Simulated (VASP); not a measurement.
Mo3H:

```
CELL_PARAMETERS angstrom
-1.59016 1.59016 5.23213
1.59016 -1.59016 5.23213
1.59016 1.59016 -5.23213
ATOMIC_POSITIONS crystal
H 0.50000 0.50000 0.00000
Mo 0.68500 0.68500 0.00000
Mo 0.31500 0.31500 0.00000
Mo 0.00000 0.00000 0.00000
```

```yaml
Program: VASP 6.6.1
Task: relaxation of cell and atoms
Functional: PBE
Potentials_or_basis: VASP PAW PBE potentials, release 64 (H, Mo_sv)
Cutoff: 600 eV
k_mesh: 8 × 8 × 8
Occupations: gaussian, width 0.2 eV
Spin: no spin polarisation
```

At the start: pressure -10.2 GPa; volume 13.23 Å³/atom.

Question: Where does the relaxation end?

Answer: Over 6 steps the energy falls by 34.3 meV/atom and the volume is 12.55 Å³/atom (-5.2 %); space group I4/mmm (No. 139, to 0.1 Å) before and after.

Step by step:
```tsv
step	energy change (eV)	largest force (eV/Å)	pressure (GPa)	volume (Å³)
1	0.0000	0.9774	-10.20	52.92
2	0.0822	0.1730	21.05	46.73
3	-0.1169	0.7515	1.52	50.09
4	-0.1169	0.7437	1.81	50.03
5	-0.1339	0.3023	-0.02	50.26
6	-0.1373	0.0036	0.45	50.19
```

Final structure:
```
H Mo
1.0
    -1.56469    1.56469    5.12551
     1.56469   -1.56469    5.12551
     1.56469    1.56469   -5.12551
H Mo
1 3
Direct
  0.50000 0.50000 0.00000
  0.68049 0.68049 0.00000
  0.31951 0.31951 0.00000
  0.00000 0.00000 0.00000
```
